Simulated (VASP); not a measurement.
# TiO2 (P4_2/mnm) in VASP: notebook

The runs below take TiO2 through single point, with PBE.

Everything below comes from runs of VASP 6.6.1. Logs are shortened: lines on timing, memory, paths and dates and some standing lists are left out, and cuts for length are marked.

**1. The cell of the first run**

It takes space group P4_2/mnm (No. 136, tetragonal). The conventional cell has a = 4.496 Å, b = 4.496 Å, c = 2.918 Å, α = 90.00°, β = 90.00°, γ = 90.00°. Ti (site symmetry mmm) has 6 O at 1.92 Å within 2.6 Å. O (site symmetry m2m) has 3 Ti at 1.92 Å and 1 O at 2.51 Å within 2.6 Å.

**2. Single point, PBE**

File INCAR:

```
SYSTEM = TiO2
  PREC = Accurate
  ENCUT = 520
  EDIFF = 1E-6
  ISMEAR = -1
  SIGMA = 0.05
  LREAL = .False.
  LASPH = .True.
  NELM = 80
  ALGO = Normal
  ISIF = 2
  LWAVE = .False.
  LCHARG = .False.
  GGA = PE
  NBANDS = 33
```

File KPOINTS:

```
regular mesh
0
Gamma
  6 6 9
  0 0 0
```

File POSCAR:

```
TiO2
1.0
    4.4961031877      0.0000000000      0.0000000000
    0.0000000000      4.4961031877      0.0000000000
    0.0000000000      0.0000000000      2.9176107302
Ti O
2 4
Direct
    0.0000000000      0.0000000000      0.5000000000
    0.5000000000      0.5000000000      0.0000000000
    0.3026564877      0.3026564877      0.5000000000
    0.1973435123      0.8026564877      0.0000000000
    0.8026564877      0.1973435123      0.0000000000
    0.6973435123      0.6973435123      0.5000000000
```

Potentials or basis: VASP PAW PBE potentials, release 64 (Ti_sv, O).

Launch:

```
$ cat potpaw_PBE.64/Ti_sv/POTCAR potpaw_PBE.64/O/POTCAR > POTCAR
$ mpirun -np 1 vasp_std > vasp.out
```

OUTCAR:

```text
SYSTEM = TiO2
   PREC = Accurate
   ENCUT = 520
   EDIFF = 1E-6
   ISMEAR = -1
   LREAL = .False.
   LASPH = .True.
   NELM = 80
   ISIF = 2
   GGA = PE

 ion  position               nearest neighbor table
   1  0.000  0.000  0.500-   4 1.92   5 1.92   4 1.92   5 1.92   3 1.92   6 1.92
   2  0.500  0.500  0.000-   3 1.92   6 1.92   3 1.92   6 1.92   5 1.92   4 1.92
   3  0.303  0.303  0.500-   2 1.92   2 1.92   1 1.92
   4  0.197  0.803  0.000-   1 1.92   1 1.92   2 1.92
   5  0.803  0.197  0.000-   1 1.92   1 1.92   2 1.92
   6  0.697  0.697  0.500-   2 1.92   2 1.92   1 1.92

  LATTYP: Found a simple tetragonal cell.
 ALAT       =     4.4961031877
 C/A-ratio  =     0.6489198776

  Lattice vectors:

 A1 = (   4.4961031877,   0.0000000000,   0.0000000000)
 A2 = (   0.0000000000,   4.4961031877,   0.0000000000)
 A3 = (   0.0000000000,   0.0000000000,   2.9176107302)

Analysis of symmetry for initial positions (statically):
=====================================================================
 Subroutine PRICEL returns:
 Original cell was already a primitive cell.

 Routine SETGRP: Setting up the symmetry group for a
 simple tetragonal supercell.

 Subroutine GETGRP returns: Found 16 space group operations
 (whereof  8 operations were pure point group operations)
 out of a pool of 16 trial point group operations.

The static configuration has the point symmetry D_2h.
 The point group associated with its full space group is D_4h.

Analysis of symmetry for dynamics (positions and initial velocities):
=====================================================================
 Subroutine PRICEL returns:
 Original cell was already a primitive cell.

 Routine SETGRP: Setting up the symmetry group for a
 simple tetragonal supercell.

 Subroutine GETGRP returns: Found 16 space group operations
 (whereof  8 operations were pure point group operations)
 out of a pool of 16 trial point group operations.

The dynamic configuration has the point symmetry D_2h.
 The point group associated with its full space group is D_4h.

 Subroutine INISYM returns: Found 16 space group operations
 (whereof  8 operations are pure point group operations),
 and found     1 'primitive' translations

----------------------------------------------------------------------------------------

                                     Primitive cell

  volume of cell :      58.9793

  direct lattice vectors                    reciprocal lattice vectors
     4.496103188  0.000000000  0.000000000     0.222414824  0.000000000  0.000000000
     0.000000000  4.496103188  0.000000000     0.000000000  0.222414824  0.000000000
     0.000000000  0.000000000  2.917610730     0.000000000  0.000000000  0.342746203

  length of vectors
     4.496103188  4.496103188  2.917610730     0.222414824  0.222414824  0.342746203

  position of ions in fractional coordinates (direct lattice)
     0.000000000  0.000000000  0.500000000
     0.500000000  0.500000000  0.000000000
     0.302656488  0.302656488  0.500000000
     0.197343512  0.802656488  0.000000000
     0.802656488  0.197343512  0.000000000
     0.697343512  0.697343512  0.500000000

  ion indices of the primitive-cell ions
   primitive index   ion index
                 1           1
                 2           2
                 3           3
                 4           4
                 5           5
                 6           6

----------------------------------------------------------------------------------------

 KPOINTS: regular mesh

Automatic generation of k-mesh.
 Grid dimensions read from file:
 generate k-points for:    6    6    9

 Generating k-lattice:

  Cartesian coordinates                     Fractional coordinates (reciprocal lattice)
     0.037069137  0.000000000  0.000000000     0.166666667  0.000000000  0.000000000
     0.000000000  0.037069137  0.000000000     0.000000000  0.166666667  0.000000000
     0.000000000  0.000000000  0.038082911     0.000000000  0.000000000  0.111111111

  Length of vectors
     0.037069137  0.037069137  0.038082911

  Shift w.r.t. Gamma in fractional coordinates (k-lattice)
     0.000000000  0.000000000  0.000000000

 Subroutine IBZKPT returns following result:
 ===========================================

 Found     50 irreducible k-points:

 Following reciprocal coordinates:
            Coordinates               Weight
  0.000000  0.000000  0.000000      1.000000
  0.166667  0.000000  0.000000      4.000000
  0.333333  0.000000  0.000000      4.000000
  0.500000  0.000000  0.000000      2.000000
  0.166667  0.166667  0.000000      4.000000
  0.333333  0.166667  0.000000      8.000000
[... 16 lines left out ...]
  0.333333  0.000000  0.222222      8.000000
  0.500000  0.000000  0.222222      4.000000
 [... further k-points ...]
   k-points           NKPTS =     50   k-points in BZ     NKDIM =     50   number of bands    NBANDS=     33
   number of dos      NEDOS =    301   number of ions     NIONS =      6
   total plane-waves  NPLWV =  31104
   dimension x,y,z NGX =    36 NGY =   36 NGZ =   24
   dimension x,y,z NGXF=    72 NGYF=   72 NGZF=   48
   ions per type =               2   4
   NGX,Y,Z   is equivalent  to a cutoff of  13.31, 13.31, 13.68 a.u.
   NGXF,Y,Z  is equivalent  to a cutoff of  26.62, 26.62, 27.35 a.u.
 SYSTEM =  TiO2
   PREC   = accura    normal or accurate (medium, high low for compatibility)
   ISTART =      0    job   : 0-new  1-cont  2-samecut
   ICHARG =      2    charge: 1-file 2-atom 10-const
   ISPIN  =      1    spin polarized calculation?
   LNONCOLLINEAR =      F non collinear calculations
   LSORBIT =      F    spin-orbit coupling
   LASPH  =      T    aspherical Exc in radial PAW
   ENCUT  =  520.0 eV  38.22 Ry    6.18 a.u.   8.36  8.36  5.42*2*pi/ulx,y,z
   NELM   =     80;   NELMIN=  2; NELMDL= -5     # of ELM steps
   EDIFF  = 0.1E-05   stopping-criterion for ELM
   LREAL  =      F    real-space projection
   EDIFFG = 0.1E-04   stopping-criterion for IOM
   NSW    =      0    number of steps for IOM
   IBRION =     -1    ionic relax: 0-MD 1-quasi-New 2-CG
   NFREE  =      0    steps in history (QN), initial steepest desc. (CG)
   ISIF   =      2    stress and relaxation
   ISYM   =      2    0-nonsym 1-usesym 2-fastsym
   POTIM  = 0.5000    time-step for ionic-motion
   TEBEG  =    0.0;   TEEND  =   0.0 temperature during run
   PSTRESS=    0.0 pullay stress
   NELECT =      48.0000    total number of electrons
   NUPDOWN=      -1.0000    fix difference up-down
   EMIN   =  10.00;   EMAX   =-10.00  energy-range for DOS
   EFERMI =   0.00;   METHOD = LEGACY
   ISMEAR =    -1;   SIGMA  =   0.05  broadening in eV -4-tet -1-fermi 0-gaus
   EFERMI_NEDOS =   21; number of points for ismear=-14 and -15
   IALGO  =     38    algorithm
   IMIX   =      4    mixing-type and parameters
     AMIX     =   0.40;   BMIX     =  1.00
     AMIX_MAG =   1.60;   BMIX_MAG =  1.00
  volume/ion in A,a.u.               =       9.83        66.34
  Fermi-wavevector in a.u.,A,eV,Ry     =   1.528464  2.888379 31.785970  2.336203
  Thomas-Fermi vector in A             =   2.636219
   LORBIT       =      0    0 simple, 1 ext, 2 COOP (PROOUT), +10 PAW based schemes
   GGA     = PE    functional components
   LHFCALC =     F    Hartree Fock is set to
   AEXX    =    0.0000 exact exchange contribution
   IVDW    =     0    specifies the selected vdW correction
   LEPSILON=     F    determine dielectric tensor
   LRPA    =     F    only Hartree local field effects (RPA)
 non-spin polarized calculation
  energy-cutoff  :      520.00
  volume of cell :       58.98
 maximum number of plane-waves:      1620
 NGX is ok and might be reduce to    36
   NGX = 17   NGY = 17   NGZ = 11

 number of electron      47.9999986 magnetization

 Free energy of the ion-electron system (eV)
  ---------------------------------------------------
  ext. energy  EPLUGINS =         0.00000000
  ---------------------------------------------------
  free energy    TOTEN  =       -53.36512987 eV

  energy without entropy =      -53.36512986  energy(sigma->0) =      -53.36512986

 E-fermi :   6.4574     XC(G=0): -11.7262

 val. band max:        5.5173233333   @ k =   0.0000   0.0000   0.0000
 cond. band min:       7.4268489343   @ k =   0.0000   0.0000   0.0000
 fundamental gap:      1.9095256009
 Fermi energy:         6.4574498411

 k-point     1 :       0.0000    0.0000    0.0000
  band No.  band energies     occupation
      1     -51.2844      2.00000
      2     -51.2606      2.00000
      3     -27.6538      2.00000
      4     -27.6538      2.00000
      5     -27.4456      2.00000
      6     -27.4456      2.00000
[... 25 lines left out ...]
     32      12.4641      0.00000
     33      12.4641      0.00000

 k-point     2 :       0.1667    0.0000    0.0000
  band No.  band energies     occupation
      1     -51.2828      2.00000
      2     -51.2622      2.00000
      3     -27.6418      2.00000
      4     -27.6405      2.00000
      5     -27.4605      2.00000
      6     -27.4591      2.00000
[... 25 lines left out ...]
     32      12.3509      0.00000
     33      12.3757      0.00000

 k-point     3 :       0.3333    0.0000    0.0000
  band No.  band energies     occupation
      1     -51.2784      2.00000
      2     -51.2665      2.00000
      3     -27.6088      2.00000
      4     -27.6050      2.00000
      5     -27.4993      2.00000
      6     -27.4954      2.00000
[... 25 lines left out ...]
     32      12.1222      0.00000
     33      12.1707      0.00000

 k-point     4 :       0.5000    0.0000    0.0000
  band No.  band energies     occupation
      1     -51.2724      2.00000
      2     -51.2724      2.00000
      3     -27.5729      2.00000
      4     -27.5729      2.00000
      5     -27.5330      2.00000
      6     -27.5330      2.00000
[... 673 lines left out ...]
     32      11.6877      0.00000
     33      11.9170      0.00000

 k-point    23 :       0.3333    0.0000    0.2222
  band No.  band energies     occupation
      1     -51.2570      2.00000
      2     -51.2479      2.00000
      3     -27.6339      2.00000
      4     -27.6119      2.00000
      5     -27.5491      2.00000
      6     -27.5326      2.00000
[... 25 lines left out ...]
     32      11.2598      0.00000
     33      12.0301      0.00000

 k-point    24 :       0.5000    0.0000    0.2222
  band No.  band energies     occupation
      1     -51.2524      2.00000
      2     -51.2524      2.00000
      3     -27.6273      2.00000
      4     -27.6273      2.00000
      5     -27.5185      2.00000
      6     -27.5185      2.00000
[... 25 lines left out ...]
     32      11.0960      0.00000
     33      12.5320      0.00000

 [... further k-points ...]
[... 5 lines left out ...]
  --------------------------------------------------------------------------------------
  -------------------------------------------------------------------------------------
  Total        7.6188076      7.6188076      7.7030097      0.0000000      0.0000000      0.0000000
  in kB      206.9653770    206.9653770    209.2527335      0.0000000      0.0000000      0.0000000
  external PRESSURE =     207.7278292 kB  Pullay stress =       0.0000000 kB

 VOLUME and BASIS-vectors are now :
 -----------------------------------------------------------------------------
  energy-cutoff  :      520.00
  volume of cell :       58.98
      direct lattice vectors                 reciprocal lattice vectors
     4.496103188  0.000000000  0.000000000     0.222414824  0.000000000  0.000000000
     0.000000000  4.496103188  0.000000000     0.000000000  0.222414824  0.000000000
     0.000000000  0.000000000  2.917610730     0.000000000  0.000000000  0.342746203

 POSITION                                       TOTAL-FORCE (eV/Angst)
 -----------------------------------------------------------------------------------
      0.00000      0.00000      1.45881        -0.000000      0.000000     -0.000000
      2.24805      2.24805      0.00000        -0.000000      0.000000     -0.000000
      1.36077      1.36077      1.45881        -0.014092     -0.014092      0.000000
      0.88728      3.60883      0.00000         0.014092     -0.014092     -0.000000
      3.60883      0.88728      0.00000        -0.014092      0.014092     -0.000000
      3.13533      3.13533      1.45881         0.014092      0.014092     -0.000000
 -----------------------------------------------------------------------------------
    total drift:                               -0.000000      0.000000     -0.000000

  FREE ENERGIE OF THE ION-ELECTRON SYSTEM (eV)
  ---------------------------------------------------
  free  energy   TOTEN  =       -53.3651298651 eV

  energy  without entropy=      -53.3651298649  energy(sigma->0) =      -53.36512986
```

Run time: 1.9 min. Hardware: 1 thread of Intel Xeon Platinum 8488C (Sapphire Rapids), shared host; peak memory 0.22 GiB.

What came out:

```
Free energy            : -53.3651 eV
Pressure               : 20.8 GPa
Largest force          : 0.020 eV/Å
Band gap on the k mesh : 1.91 eV, direct
```

Forces on the atoms (eV/Å):
```
Ti   0.000  0.000  0.000
Ti   0.000  0.000  0.000
O   -0.014 -0.014  0.000
O    0.014 -0.014  0.000
O   -0.014  0.014  0.000
O    0.014  0.014  0.000
```

Stress tensor (GPa, compression positive):
```
20.70  0.00  0.00
 0.00 20.70  0.00
 0.00  0.00 20.93
```

A k mesh can miss the band edges. Expect the measured gap to be larger: semilocal functionals such as PBE lack the derivative discontinuity.

**3. Single point, PBE**

This run uses another cell than the first one, of 10.19 Å³/atom, 1.037 times its volume.

File INCAR:

```
PREC = Accurate ; ENCUT = 520
EDIFF = 1E-6 ; ISMEAR = -1
SIGMA = 0.05 ; LREAL = F
LASPH = T ; NELM = 80
ALGO = Normal ; ISIF = 2
LWAVE = F ; LCHARG = T
GGA = PE ; LELF = T
LVHAR = T ; NBANDS = 33
```

File KPOINTS:

```
regular mesh
0
Gamma
  6 6 9
```

File POSCAR:

```
TiO2
1.0
    4.5611310699      0.0000000000      0.0000000000
    0.0000000000      4.5611310699      0.0000000000
    0.0000000000      0.0000000000      2.9398778863
Ti O
2 4
Direct
    0.0000000000      0.0000000000      0.5000000000
    0.5000000000      0.5000000000      0.0000000000
    0.3035758156      0.3035758156      0.5000000000
    0.1964241844      0.8035758156      0.0000000000
    0.8035758156      0.1964241844      0.0000000000
    0.6964241844      0.6964241844      0.5000000000
```

Potentials or basis: VASP PAW PBE potentials, release 64 (Ti_sv, O).

Launch:

```
$ cat potpaw_PBE.64/Ti_sv/POTCAR potpaw_PBE.64/O/POTCAR > POTCAR
$ mpirun -np 1 vasp_std > vasp.out
```

It took 2 min on 1 thread of Intel Xeon Platinum 8488C (Sapphire Rapids), shared host; peak memory 0.22 GiB.

It converged, with:

```yaml
Free_energy: -53.5800 eV
Pressure: 10.7 GPa
Largest_force: 0.023 eV/Å
Band_gap_on_the_k_mesh: 1.86 eV, direct
```

Forces on the atoms (eV/Å):
```
Ti   0.000  0.000  0.000
Ti   0.000  0.000  0.000
O   -0.017 -0.017  0.000
O    0.017 -0.017  0.000
O   -0.017  0.017  0.000
O    0.017  0.017  0.000
```

Stress tensor (GPa, compression positive):
```
10.59  0.00  0.00
 0.00 10.59  0.00
 0.00  0.00 10.87
```

Levels at points of the mesh, in eV from the valence-band top:
| k point | band 21 | band 22 | band 23 | band 24 | band 25 | band 26 | band 27 | band 28 |
| --- | --- | --- | --- | --- | --- | --- | --- | --- |
| (0.00, 0.00, 0.00) | -0.73 | -0.48 | -0.48 | 0.00 | 1.86 | 2.15 | 2.41 | 2.52 |
| (0.50, 0.00, 0.00) | -1.70 | -1.70 | -0.77 | -0.77 | 2.55 | 2.55 | 3.09 | 3.09 |
| (0.50, 0.50, 0.00) | -1.34 | -1.34 | -1.11 | -1.11 | 1.90 | 1.90 | 2.55 | 2.55 |

A k mesh can miss the band edges.

**4. Single point, PBE**

This run uses another cell than the first one, of 10.41 Å³/atom, 1.059 times its volume.

File INCAR:

```
SYSTEM = TiO2
PREC = Accurate
ENCUT = 520
EDIFF = 1E-6
ISMEAR = -1
SIGMA = 0.05
LREAL = .FALSE.
LASPH = .TRUE.
NELM = 60
ALGO = Normal
ISIF = 2
LWAVE = .FALSE.
LCHARG = .FALSE.
GGA = PE
NBANDS = 33
```

File KPOINTS:

```
regular mesh
0
G
  6 6 9
  0 0 0
```

File POSCAR:

```
TiO2
1.0
    4.5989679122      0.0000000000      0.0000000000
    0.0000000000      4.5989679122      0.0000000000
    0.0000000000      0.0000000000      2.9519034059
Ti O
2 4
Direct
    0.0000000000      0.0000000000      0.5000000000
    0.5000000000      0.5000000000      0.0000000000
    0.3042159078      0.3042159078      0.5000000000
    0.1957840922      0.8042159078      0.0000000000
    0.8042159078      0.1957840922      0.0000000000
    0.6957840922      0.6957840922      0.5000000000
```

Launch:

```
$ cat potpaw_PBE.64/Ti_sv/POTCAR potpaw_PBE.64/O/POTCAR > POTCAR
$ mpirun -np 1 vasp_std > vasp.out
```

Run time: 2.1 min. Hardware: 1 thread of Intel Xeon Platinum 8488C (Sapphire Rapids), shared host; peak memory 0.22 GiB.

The run converged. Its results:

| Item | Value |
| --- | --- |
| Free energy | -53.6463 eV |
| Pressure | 5.7 GPa |
| Largest force | 0.023 eV/Å |
| Band gap on the k mesh | 1.84 eV, direct |

Forces in eV/Å, atoms in the order of the input:
```
Ti   0.000  0.000  0.000
Ti   0.000  0.000  0.000
O   -0.016 -0.016  0.000
O    0.016 -0.016  0.000
O   -0.016  0.016  0.000
O    0.016  0.016  0.000
```

Stress tensor (GPa, compression positive):
```
5.62 0.00 0.00
0.00 5.62 0.00
0.00 0.00 5.88
```

Levels at points of the mesh, in eV from the valence-band top:
```
           k point  band 21  band 22  band 23  band 24  band 25  band 26  band 27  band 28
(0.00, 0.00, 0.00)    -0.70    -0.46    -0.46     0.00     1.84     2.13     2.39     2.49
(0.50, 0.00, 0.00)    -1.64    -1.64    -0.74    -0.74     2.51     2.51     3.02     3.02
(0.50, 0.50, 0.00)    -1.30    -1.30    -1.08    -1.08     1.88     1.88     2.51     2.51
```

A k mesh can miss the band edges. Expect the measured gap to be larger: semilocal functionals such as PBE lack the derivative discontinuity.

**5. The runs side by side**

```csv
cell,gap on the mesh (eV),pressure (GPa),largest force (eV/Å)
"a = 4.496, b = 4.496, c = 2.918 Å, 6 atoms",1.91,20.8,0.02
"a = 4.561, b = 4.561, c = 2.940 Å, 6 atoms",1.86,10.7,0.02
"a = 4.599, b = 4.599, c = 2.952 Å, 6 atoms",1.84,5.7,0.02
```

Alike in all rows: task single point; level PBE; potentials or basis VASP PAW PBE potentials, release 64 (Ti_sv, O); no spin polarisation; k mesh 6 × 6 × 9; cutoff (eV) 520; smearing fermi-dirac 0.05 eV.

Absolute energies hang on the potentials; compare differences alone.
